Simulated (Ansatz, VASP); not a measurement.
Two plane-wave programs on Cu4W

```
CELL_PARAMETERS angstrom
4.08119 0.00000 0.00000
-2.04060 3.53442 0.00000
0.00000 0.00000 4.92095
ATOMIC_POSITIONS crystal
Cu 0.00000 0.00000 0.00000
Cu 0.50000 0.00000 0.50000
Cu 0.00000 0.50000 0.50000
Cu 0.50000 0.50000 0.50000
W 0.00000 0.00000 0.50000
```

Alike in both runs: task relaxation of cell and atoms; functional PBE; k mesh 6 × 6 × 4; occupations gaussian, width 0.1 eV; no spin polarisation.

|  | VASP | Ansatz |
| --- | --- | --- |
| version | VASP 6.6.1 | Ansatz 0.2.0 |
| potentials or method | VASP PAW PBE potentials, release 64 (Cu, W_sv), cutoff 600 eV | scalar-relativistic, plane waves, PAW |
| valence electrons in the cell | 58 | 90 |

```csv
,VASP,Ansatz,Ansatz less VASP
"gap on the k mesh at the Fermi level, each at its own relaxed structure (eV)",none,none,-
relaxed volume (Å³/atom),20.98,20.93,-0.045
relaxed cell length with the largest relative difference (Å),4.845,4.838,-0.0069
```

A gap of «none» marks a metal or a gap that the smearing closes. VASP's potentials hold 58 valence electrons a cell and Ansatz's 90, so a difference there can come from the potentials and not from the codes.

Spin-orbit coupling is off throughout. Noted on VASP's run: the volume moved by over 15 % at a fixed basis, so the end points are rough.
